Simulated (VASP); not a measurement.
# In in VASP: further runs

In is run at these levels: PBE; tasks: single point.

Program: VASP 6.6.1. These are calculated values, not measurements. Logs are shortened: lines on timing, memory, paths and dates and some standing lists are left out, and cuts for length are marked.

## 1. The cell of the first run

The structure is tetragonal, space group I4/mmm (No. 139). The conventional cell has a = 3.190 Å, b = 3.190 Å, c = 5.299 Å, α = 90.00°, β = 90.00°, γ = 90.00°. In (site symmetry 4/mmm) has 12 In at 3.19 to 3.48 Å within 4.2 Å.

## 2. Single point, PBE (strained)

Input file INCAR:

```
ALGO = Fast
EDIFF = 1E-6
ENCUT = 520
GGA = PE
ISIF = 2
ISMEAR = 0
LASPH = T
LCHARG = F
LREAL = F
LWAVE = F
NBANDS = 12
NELM = 100
PREC = Accurate
SIGMA = 0.1
```

Input file KPOINTS:

```
k-points
0
Gamma
  18 18 18
```

Input file POSCAR:

```
In
1.0
   -1.5951393195      1.5951393195      2.6494272735
    1.5951393195     -1.5951393195      2.6494272735
    1.5951393195      1.5951393195     -2.6494272735
In
1
Direct
    0.0000000000      0.0000000000      0.0000000000
```

Potentials or basis: VASP PAW PBE potentials, release 64 (In_d).

The run is started by

```sh
$ cat potpaw_PBE.64/In_d/POTCAR > POTCAR
$ mpirun -np 1 vasp_std > vasp.out
```

OUTCAR:

```text
EDIFF = 1E-6
   ENCUT = 520
   GGA = PE
   ISIF = 2
   ISMEAR = 0
   LASPH = T
   LREAL = F
   NELM = 100
   PREC = Accurate

 ion  position               nearest neighbor table
   1  0.000  0.000  0.000-

  LATTYP: Found a body centered tetragonal cell.
 ALAT       =     3.1902786390
 C/A-ratio  =     1.6609378511

  Lattice vectors:

 A1 = (  -1.5951393195,   1.5951393195,   2.6494272735)
 A2 = (   1.5951393195,  -1.5951393195,   2.6494272735)
 A3 = (   1.5951393195,   1.5951393195,  -2.6494272735)

Analysis of symmetry for initial positions (statically):
=====================================================================
 Subroutine PRICEL returns:
 Original cell was already a primitive cell.

 Routine SETGRP: Setting up the symmetry group for a
 body centered tetragonal supercell.

 Subroutine GETGRP returns: Found 16 space group operations
 (whereof 16 operations were pure point group operations)
 out of a pool of 16 trial point group operations.

The static configuration has the point symmetry D_4h.

Analysis of symmetry for dynamics (positions and initial velocities):
=====================================================================
 Subroutine PRICEL returns:
 Original cell was already a primitive cell.

 Routine SETGRP: Setting up the symmetry group for a
 body centered tetragonal supercell.

 Subroutine GETGRP returns: Found 16 space group operations
 (whereof 16 operations were pure point group operations)
 out of a pool of 16 trial point group operations.

The dynamic configuration has the point symmetry D_4h.

 Subroutine INISYM returns: Found 16 space group operations
 (whereof 16 operations are pure point group operations),
 and found     1 'primitive' translations

----------------------------------------------------------------------------------------

                                     Primitive cell

  volume of cell :      26.9655

  direct lattice vectors                    reciprocal lattice vectors
    -1.595139320  1.595139320  2.649427274     0.000000000  0.313452245  0.188720032
     1.595139320 -1.595139320  2.649427274     0.313452245  0.000000000  0.188720032
     1.595139320  1.595139320 -2.649427274     0.313452245  0.313452245  0.000000000

  length of vectors
     3.479713174  3.479713174  3.479713174     0.365879161  0.365879161  0.443288415

  position of ions in fractional coordinates (direct lattice)
     0.000000000  0.000000000  0.000000000

  ion indices of the primitive-cell ions
   primitive index   ion index
                 1           1

----------------------------------------------------------------------------------------

 KPOINTS: k-points

Automatic generation of k-mesh.
 Grid dimensions read from file:
 generate k-points for:   18   18   18

 Generating k-lattice:

  Cartesian coordinates                     Fractional coordinates (reciprocal lattice)
     0.000000000  0.017414014  0.010484446     0.055555556  0.000000000 -0.000000000
     0.017414014  0.000000000  0.010484446     0.000000000  0.055555556 -0.000000000
     0.017414014  0.017414014  0.000000000     0.000000000  0.000000000  0.055555556

  Length of vectors
     0.020326620  0.020326620  0.024627134

  Shift w.r.t. Gamma in fractional coordinates (k-lattice)
     0.000000000  0.000000000  0.000000000

 Subroutine IBZKPT returns following result:
 ===========================================

 Found    480 irreducible k-points:

 Following reciprocal coordinates:
            Coordinates               Weight
  0.000000  0.000000  0.000000      1.000000
  0.055556  0.000000  0.000000      8.000000
  0.111111  0.000000  0.000000      8.000000
  0.166667 -0.000000  0.000000      8.000000
  0.222222  0.000000 -0.000000      8.000000
  0.277778  0.000000  0.000000      8.000000
[... 16 lines left out ...]
 -0.277778  0.055556  0.000000     16.000000
 -0.222222  0.055556 -0.000000     16.000000
 [... further k-points ...]
   k-points           NKPTS =    480   k-points in BZ     NKDIM =    480   number of bands    NBANDS=     12
   number of dos      NEDOS =    301   number of ions     NIONS =      1
   total plane-waves  NPLWV =  21952
   dimension x,y,z NGX =    28 NGY =   28 NGZ =   28
   dimension x,y,z NGXF=    56 NGYF=   56 NGZF=   56
   ions per type =               1
   NGX,Y,Z   is equivalent  to a cutoff of  13.38, 13.38, 13.38 a.u.
   NGXF,Y,Z  is equivalent  to a cutoff of  26.75, 26.75, 26.75 a.u.
 SYSTEM =  unknown system
   PREC   = accura    normal or accurate (medium, high low for compatibility)
   ISTART =      0    job   : 0-new  1-cont  2-samecut
   ICHARG =      2    charge: 1-file 2-atom 10-const
   ISPIN  =      1    spin polarized calculation?
   LNONCOLLINEAR =      F non collinear calculations
   LSORBIT =      F    spin-orbit coupling
   LASPH  =      T    aspherical Exc in radial PAW
   ENCUT  =  520.0 eV  38.22 Ry    6.18 a.u.   6.47  6.47  6.47*2*pi/ulx,y,z
   NELM   =    100;   NELMIN=  2; NELMDL= -5     # of ELM steps
   EDIFF  = 0.1E-05   stopping-criterion for ELM
   LREAL  =      F    real-space projection
   EDIFFG = 0.1E-04   stopping-criterion for IOM
   NSW    =      0    number of steps for IOM
   IBRION =     -1    ionic relax: 0-MD 1-quasi-New 2-CG
   NFREE  =      0    steps in history (QN), initial steepest desc. (CG)
   ISIF   =      2    stress and relaxation
   ISYM   =      2    0-nonsym 1-usesym 2-fastsym
   POTIM  = 0.5000    time-step for ionic-motion
   TEBEG  =    0.0;   TEEND  =   0.0 temperature during run
   PSTRESS=    0.0 pullay stress
   NELECT =      13.0000    total number of electrons
   NUPDOWN=      -1.0000    fix difference up-down
   EMIN   =  10.00;   EMAX   =-10.00  energy-range for DOS
   EFERMI =   0.00;   METHOD = LEGACY
   ISMEAR =     0;   SIGMA  =   0.10  broadening in eV -4-tet -1-fermi 0-gaus
   EFERMI_NEDOS =   21; number of points for ismear=-14 and -15
   IALGO  =     68    algorithm
   IMIX   =      4    mixing-type and parameters
     AMIX     =   0.40;   BMIX     =  1.00
     AMIX_MAG =   1.60;   BMIX_MAG =  1.00
  volume/ion in A,a.u.               =      26.97       181.97
  Fermi-wavevector in a.u.,A,eV,Ry     =   1.283668  2.425782 22.419744  1.647805
  Thomas-Fermi vector in A             =   2.415908
   LORBIT       =      0    0 simple, 1 ext, 2 COOP (PROOUT), +10 PAW based schemes
   GGA     = PE    functional components
   LHFCALC =     F    Hartree Fock is set to
   AEXX    =    0.0000 exact exchange contribution
   IVDW    =     0    specifies the selected vdW correction
   LEPSILON=     F    determine dielectric tensor
   LRPA    =     F    only Hartree local field effects (RPA)
 non-spin polarized calculation
 RMM-DIIS sequential band-by-band and
 Gauss-broadening in eV      SIGMA  =   0.10
  energy-cutoff  :      520.00
  volume of cell :       26.97
 maximum number of plane-waves:       750
 NGX is ok and might be reduce to    28
   NGX = 13   NGY = 13   NGZ = 13

 number of electron      13.0000001 magnetization

 Free energy of the ion-electron system (eV)
  ---------------------------------------------------
  ext. energy  EPLUGINS =         0.00000000
  ---------------------------------------------------
  free energy    TOTEN  =        -2.55423123 eV

  energy without entropy =       -2.55192461  energy(sigma->0) =       -2.55307792

 E-fermi :   7.1484     XC(G=0): -10.1076

 val. band max:        7.1218665230   @ k =   0.3333   0.1667   0.0000
 cond. band min:       7.1537429978   @ k =  -0.3889   0.4444   0.2778
 fundamental gap:      0.0318764748
 Fermi energy:         7.1484248454

 k-point     1 :       0.0000    0.0000    0.0000
  band No.  band energies     occupation
      1      -7.5883      2.00000
      2      -7.3959      2.00000
      3      -7.3559      2.00000
      4      -7.3559      2.00000
      5      -7.1783      2.00000
      6      -2.1596      2.00000
      7      17.4935      0.00000
      8      17.4935      0.00000
      9      17.5036      0.00000
     10      18.9132      0.00000
     11      20.2842      0.00000
     12      20.9328      0.00000

 k-point     2 :       0.0556    0.0000    0.0000
  band No.  band energies     occupation
      1      -7.5813      2.00000
      2      -7.3938      2.00000
      3      -7.3576      2.00000
      4      -7.3520      2.00000
      5      -7.1816      2.00000
      6      -2.0931      2.00000
      7      16.6625      0.00000
      8      17.2523      0.00000
      9      17.4489      0.00000
     10      18.6991      0.00000
     11      19.9392      0.00000
     12      21.2866      0.00000

 k-point     3 :       0.1111    0.0000    0.0000
  band No.  band energies     occupation
      1      -7.5631      2.00000
      2      -7.3911      2.00000
      3      -7.3572      2.00000
      4      -7.3412      2.00000
      5      -7.1904      2.00000
      6      -1.8926      2.00000
      7      14.9441      0.00000
      8      16.6553      0.00000
      9      17.3389      0.00000
     10      18.5295      0.00000
     11      19.4259      0.00000
     12      21.8866      0.00000
[... 286 lines left out ...]
 k-point    23 :      -0.2778    0.0556    0.0000
  band No.  band energies     occupation
      1      -7.4985      2.00000
      2      -7.4366      2.00000
      3      -7.3151      2.00000
      4      -7.2600      2.00000
      5      -7.2185      2.00000
      6      -0.5795      2.00000
      7       9.9748      0.00000
      8      14.4226      0.00000
      9      16.7093      0.00000
     10      18.1511      0.00000
     11      19.4738      0.00000
     12      21.4127      0.00000

 k-point    24 :      -0.2222    0.0556   -0.0000
  band No.  band energies     occupation
      1      -7.5080      2.00000
      2      -7.4138      2.00000
      3      -7.3250      2.00000
      4      -7.3038      2.00000
      5      -7.2209      2.00000
      6      -1.1582      2.00000
      7      11.7600      0.00000
      8      15.0166      0.00000
      9      16.7993      0.00000
     10      18.4535      0.00000
     11      19.5813      0.00000
     12      21.5944      0.00000

 [... further k-points ...]

------------------------ aborting loop because EDIFF is reached ----------------------------------------

  FORCE on cell =-STRESS in cart. coord.  units (eV):
  Direction    XX          YY          ZZ          XY          YZ          ZX
  --------------------------------------------------------------------------------------
  -------------------------------------------------------------------------------------
  Total        0.1997515      0.1997515     -0.0225018      0.0000000     -0.0000000      0.0000000
  in kB       11.8683782     11.8683782     -1.3369594      0.0000000     -0.0000000      0.0000000
  external PRESSURE =       7.4665990 kB  Pullay stress =       0.0000000 kB

 VOLUME and BASIS-vectors are now :
 -----------------------------------------------------------------------------
  energy-cutoff  :      520.00
  volume of cell :       26.97
      direct lattice vectors                 reciprocal lattice vectors
    -1.595139320  1.595139320  2.649427274     0.000000000  0.313452245  0.188720032
     1.595139320 -1.595139320  2.649427274     0.313452245  0.000000000  0.188720032
     1.595139320  1.595139320 -2.649427274     0.313452245  0.313452245  0.000000000

 POSITION                                       TOTAL-FORCE (eV/Angst)
 -----------------------------------------------------------------------------------
      0.00000      0.00000      0.00000         0.000000      0.000000      0.000000
 -----------------------------------------------------------------------------------
    total drift:                               -0.000000     -0.000000     -0.000000

  FREE ENERGIE OF THE ION-ELECTRON SYSTEM (eV)
  ---------------------------------------------------
  free  energy   TOTEN  =        -2.5542312265 eV

  energy  without entropy=       -2.5519246057  energy(sigma->0) =       -2.55307792
```

Run time: 1.7 min. Hardware: 1 thread of Intel Xeon 6975P-C (Granite Rapids), shared host; peak memory 0.27 GiB.

What came out:

```yaml
Free_energy: -2.5542 eV
Pressure: 0.7 GPa
```

Stress tensor (GPa, compression positive):
```
 1.19  0.00  0.00
 0.00  1.19  0.00
 0.00  0.00 -0.13
```

Caveat: the cell differs from its parent crystal (strained); spin-orbit coupling is left out, which moves the levels of the heavy elements.

## 3. Single point, PBE (strained)

Input file INCAR:

```
ALGO = Fast ; EDIFF = 1E-7
ENCUT = 520 ; GGA = PE
ISIF = 2 ; ISMEAR = 0
LASPH = T ; LCHARG = F
LREAL = F ; LWAVE = F
NBANDS = 12 ; NELM = 60
PREC = Accurate ; SIGMA = 0.1
```

Input file KPOINTS:

```
k-points
0
Gamma
  12 12 16
```

Input file POSCAR:

```
In
1.0
   -1.6676820075      1.7302234635      2.6288934885
    1.7302234635     -1.6676820075      2.6288934885
    1.6281990855      1.6281990855     -2.5877844165
In
1
Direct
    0.0000000000      0.0000000000      0.0000000000
```

Potentials or basis: VASP PAW PBE potentials, release 64 (In_d).

The run is started by

```sh
$ cat potpaw_PBE.64/In_d/POTCAR > POTCAR
$ mpirun -np 1 vasp_std > vasp.out
```

OUTCAR:

```text
EDIFF = 1E-7
   ENCUT = 520
   GGA = PE
   ISIF = 2
   ISMEAR = 0
   LASPH = T
   LREAL = F
   NELM = 60
   PREC = Accurate

 ion  position               nearest neighbor table
   1  0.000  0.000  0.000-

  Warning from LATTYP: Got some problem with cell dimensions!
  Tried to take original basis but could not verify dimensions!
  LATTYP: Found a base centered monoclinic cell.
 ALAT       =     4.6944094750
 B/A-ratio  =     1.0236354597
 C/A-ratio  =     0.7378804379
 COS(beta)  =    -0.6515595229

  Lattice vectors:

 A1 = (   0.0394829220,  -3.3584225490,  -0.0411090720)
 A2 = (  -3.3584225490,   0.0394829220,  -0.0411090720)
 A3 = (   1.6281990855,   1.6281990855,  -2.5877844165)

Analysis of symmetry for initial positions (statically):
=====================================================================
 Subroutine PRICEL returns:
 Original cell was already a primitive cell.

 Routine SETGRP: Setting up the symmetry group for a
 base centered monoclinic supercell.

 Subroutine GETGRP returns: Found  4 space group operations
 (whereof  4 operations were pure point group operations)
 out of a pool of  4 trial point group operations.

The static configuration has the point symmetry C_2h.

Analysis of symmetry for dynamics (positions and initial velocities):
=====================================================================
 Subroutine PRICEL returns:
 Original cell was already a primitive cell.

 Routine SETGRP: Setting up the symmetry group for a
 base centered monoclinic supercell.

 Subroutine GETGRP returns: Found  4 space group operations
 (whereof  4 operations were pure point group operations)
 out of a pool of  4 trial point group operations.

The dynamic configuration has the point symmetry C_2h.

 Subroutine INISYM returns: Found  4 space group operations
 (whereof  4 operations are pure point group operations),
 and found     1 'primitive' translations

----------------------------------------------------------------------------------------

                                     Primitive cell

[... 117 lines left out ...]
   LEPSILON=     F    determine dielectric tensor
   LRPA    =     F    only Hartree local field effects (RPA)
 non-spin polarized calculation
 RMM-DIIS sequential band-by-band and
 Gauss-broadening in eV      SIGMA  =   0.10
  energy-cutoff  :      520.00
  volume of cell :       29.64
 maximum number of plane-waves:       811
   NGX = 13   NGY = 13   NGZ = 13

 number of electron      13.0000001 magnetization

 Free energy of the ion-electron system (eV)
  ---------------------------------------------------
  ext. energy  EPLUGINS =         0.00000000
  ---------------------------------------------------
  free energy    TOTEN  =        -2.54664040 eV

  energy without entropy =       -2.54476409  energy(sigma->0) =       -2.54570224

 E-fermi :   6.1461     XC(G=0):  -9.6734

 val. band max:        6.1345526047   @ k =   0.3333   0.0833   0.3125
 cond. band min:       6.1558346524   @ k =   0.2500   0.2500   0.2500
 fundamental gap:      0.0212820478
 Fermi energy:         6.1461172322

 k-point     1 :       0.0000    0.0000    0.0000
  band No.  band energies     occupation
      1      -8.4184      2.00000
      2      -8.3255      2.00000
      3      -8.2972      2.00000
      4      -8.2781      2.00000
      5      -8.1744      2.00000
      6      -2.5446      2.00000
      7      15.3049      0.00000
      8      15.5953      0.00000
      9      16.0585      0.00000
     10      17.6280      0.00000
     11      18.8246      0.00000
     12      19.2361      0.00000
[... 331 lines left out ...]
 k-point    24 :      -0.4167    0.1667    0.0000
  band No.  band energies     occupation
      1      -8.3939      2.00000
      2      -8.3197      2.00000
      3      -8.2681      2.00000
      4      -8.2006      2.00000
      5      -8.1122      2.00000
      6       0.6120      2.00000
      7       6.0965      1.51720
      8      11.8128      0.00000
      9      12.4044      0.00000
     10      15.1217      0.00000
     11      18.4908      0.00000
     12      19.3751      0.00000

 [... further k-points ...]

------------------------ aborting loop because EDIFF is reached ----------------------------------------

  FORCE on cell =-STRESS in cart. coord.  units (eV):
  Direction    XX          YY          ZZ          XY          YZ          ZX
  --------------------------------------------------------------------------------------
  -------------------------------------------------------------------------------------
  Total       -0.4142294     -0.4142294     -0.4137946      0.0286402     -0.0220142     -0.0220142
  in kB      -22.3921532    -22.3921532    -22.3686515      1.5482142     -1.1900323     -1.1900278
  external PRESSURE =     -22.3843193 kB  Pullay stress =       0.0000000 kB

 VOLUME and BASIS-vectors are now :
 -----------------------------------------------------------------------------
  energy-cutoff  :      520.00
  volume of cell :       29.64
      direct lattice vectors                 reciprocal lattice vectors
    -1.667682008  1.730223464  2.628893489     0.001188980  0.295487926  0.186665112
     1.730223464 -1.667682008  2.628893489     0.295487926  0.001188980  0.186665112
     1.628199085  1.628199085 -2.587784416     0.301389862  0.301389862 -0.007170074

 POSITION                                       TOTAL-FORCE (eV/Angst)
 -----------------------------------------------------------------------------------
      0.00000      0.00000      0.00000         0.000000      0.000000      0.000000
 -----------------------------------------------------------------------------------
    total drift:                               -0.000000     -0.000000     -0.000000

  FREE ENERGIE OF THE ION-ELECTRON SYSTEM (eV)
  ---------------------------------------------------
  free  energy   TOTEN  =        -2.5466403980 eV

  energy  without entropy=       -2.5447640898  energy(sigma->0) =       -2.54570224
```

Wall time 2.5 min (1 thread of Intel Xeon 6975P-C (Granite Rapids), shared host); peak memory 0.33 GiB.

What came out:

| Property | Result |
| --- | --- |
| Free energy | -2.5466 eV |
| Pressure | -2.2 GPa |

Stress tensor (GPa, compression positive):
```
-2.24  0.15 -0.12
 0.15 -2.24 -0.12
-0.12 -0.12 -2.24
```

Levels at points of the mesh, in eV from the Fermi level:
```
           k point  band 2  band 3  band 4  band 5  band 6  band 7  band 8  band 9  band 10  band 11
(0.00, 0.00, 0.00)  -14.47  -14.44  -14.42  -14.32   -8.69    9.16    9.45    9.91    11.48    12.68
(0.50, 0.00, 0.00)  -14.52  -14.44  -14.29  -14.24   -4.35   -2.86    6.83    8.60    10.50    11.17
(0.50, 0.50, 0.00)  -14.57  -14.28  -14.28  -14.18   -1.94   -1.59    3.10    4.15     6.33     7.28
(0.00, 0.00, 0.50)  -14.57  -14.28  -14.25  -14.18   -1.58   -1.35    3.03    3.58     6.20     6.77
(0.50, 0.00, 0.50)  -14.53  -14.44  -14.27  -14.24   -4.03   -2.76    6.25    8.41     9.85    10.93
(0.50, 0.50, 0.50)  -14.57  -14.26  -14.25  -14.23   -3.29   -2.33    4.64    4.76     7.83     7.95
```

Caveat: the cell differs from its parent crystal (strained); spin-orbit coupling is left out, which moves the levels of the heavy elements.
